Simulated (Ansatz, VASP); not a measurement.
## Two plane-wave programs on Ta3N4

Contents of INCAR:

```
SYSTEM = Ta3N4
ALGO = Normal ; EDIFF = 1E-7
ENCUT = 520 ; GGA = PE
ISIF = 2 ; ISMEAR = 0
ISPIN = 2 ; LASPH = .True.
LCHARG = .True. ; LELF = .True.
LMAXMIX = 4 ; LORBIT = 11
LREAL = .False. ; LVHAR = .True.
LWAVE = .False. ; MAGMOM = 1 1 1 0 0 0 0
NBANDS = 40 ; NELM = 150
PREC = Accurate ; SIGMA = 0.1
```

File KPOINTS:

```
k-points
0
Gamma
  4 4 4
  0 0 0
```

The input POSCAR:

```
Ta3N4
1.0
    4.6114360600      0.0000000000      0.0000000000
    0.0000000000      4.6114360600      0.0000000000
    0.0000000000      0.0000000000      4.6114360600
Ta N
3 4
Direct
    0.0000000000      0.0000000000      0.5000000000
    0.5000000000      0.0000000000      0.0000000000
    0.0000000000      0.5000000000      0.0000000000
    0.7237776700      0.2762223300      0.2762223300
    0.2762223300      0.7237776700      0.2762223300
    0.2762223300      0.2762223300      0.7237776700
    0.7237776700      0.7237776700      0.7237776700
```

Input for Ansatz:

```yaml
crystal:
  lattice:
    - [4.61143606, 0.0, 0.0]
    - [0.0, 4.61143606, 0.0]
    - [0.0, 0.0, 4.61143606]
  atoms:
    - { symbol: Ta, position: [0.0, 0.0, 0.5], spin: 1.0 }
    - { symbol: Ta, position: [0.5, 0.0, 0.0], spin: 1.0 }
    - { symbol: Ta, position: [0.0, 0.5, 0.0], spin: 1.0 }
    - { symbol: "N", position: [0.72377767, 0.27622233, 0.27622233] }
    - { symbol: "N", position: [0.27622233, 0.72377767, 0.27622233] }
    - { symbol: "N", position: [0.27622233, 0.27622233, 0.72377767] }
    - { symbol: "N", position: [0.72377767, 0.72377767, 0.72377767] }
basis:
  ecutwfc: 420
kpoints:
  mp_grid: { grid: [4, 4, 4] }
hamiltonian:
  xc: pbe
scf:
  occupations: { method: gaussian, width: 0.1 }
  lower_state_search: "off"
output:
  forces: true
  stress: true
  eigenvalues: true
  populations: true
magnetization:
  spin_polarized: true
```

Change from the starting cell: species swapped into the Si3As4 type (P-43m, No. 215).

Alike in both runs: task single point; functional PBE; k mesh 4 × 4 × 4; occupations gaussian, width 0.1 eV; collinear spin.

|  | VASP | Ansatz |
| --- | --- | --- |
| version | VASP 6.6.1 | Ansatz 0.2.0 |
| potentials or method | VASP PAW PBE potentials, release 64 (Ta_pv, N), cutoff 520 eV | scalar-relativistic, plane waves, PAW |
| valence electrons in the cell | 53 | 59 |

Ansatz gave:

* gap on the k mesh at the Fermi level (eV): none
* pressure (GPa): -11.0
* rms of the force components (eV/Å): 1.088
* net moment per atom (μB): 0.00

Task: What did VASP give for the same quantities?

Result: gap on the k mesh at the Fermi level (eV): none; pressure (GPa): -10.6; rms of the force components (eV/Å): 1.069; net moment per atom (μB): 0.00.

Atom by atom the forces differ by 0.018 eV/Å (rms over components). A gap of «none» marks a metal or a gap that the smearing closes. The functional is the same, so the differences come from potentials, cutoffs and numerics. VASP's potentials hold 53 valence electrons a cell and Ansatz's 59, so a difference there can come from the potentials and not from the codes. Ansatz's warnings: seeded moment not kept.

Neither program's run includes spin-orbit coupling.
